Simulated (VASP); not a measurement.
**GaN: vibrations by perturbation theory with PBEsol**

The system is GaN.

```
Ga N
1.0
     0.00000    2.23397    2.23397
     2.23397    0.00000    2.23397
     2.23397    2.23397    0.00000
Ga N
1 1
Direct
  0.00000 0.00000 0.00000
  0.75000 0.75000 0.75000
```

This cell differs from its parent crystal: phonons at volume x 0.98.

| Property | Result |
| --- | --- |
| Program | VASP 6.6.1 |
| Task | vibrations by perturbation theory |
| Functional | PBEsol |
| Potentials or basis | VASP PAW PBE potentials, release 64 (Ga_d, N) |
| Cutoff | 520 eV |
| k mesh | 10 × 10 × 10 |
| Occupations | gaussian, width 0.01 eV |
| Spin | no spin polarisation |
| Dipole correction | no |
| Further INCAR settings | ALGO = Normal; EDIFF = 1e-08; IBRION = 8; NSW = 1 |

```yaml
Electronic_dielectric_tensor_diagonal: 5.89
Born_charges_mean_of_the_diagonal: Ga +2.64; N -2.64 e
Highest_phonon_frequency_at_Γ_LO-TO_splitting_left_out: 550 cm⁻¹
```

Phonon frequencies in cm⁻¹ (negative: imaginary):
| q point | frequencies |
| --- | --- |
| (0.000, 0.000, 0.000) | 0 0 0 550 550 550 |

Electronic dielectric tensor:
```
5.89 0.00 0.00
0.00 5.89 0.00
0.00 0.00 5.89
```

Born effective charge tensors (e):
atom 1, Ga
```
2.64 0.00 0.00
0.00 2.64 0.00
0.00 0.00 2.64
```
atom 2, N
```
-2.64  0.00  0.00
 0.00 -2.64  0.00
 0.00  0.00 -2.64
```

It took 2.2 min on 1 thread of Intel(R) Xeon(R) 6975P-C (Granite Rapids), on a shared host, peak memory 0.25 GiB.

Caveat: the cell differs from its parent crystal (phonons at volume x 0.98); the cell wasn't relaxed at this level first, which shifts response properties.
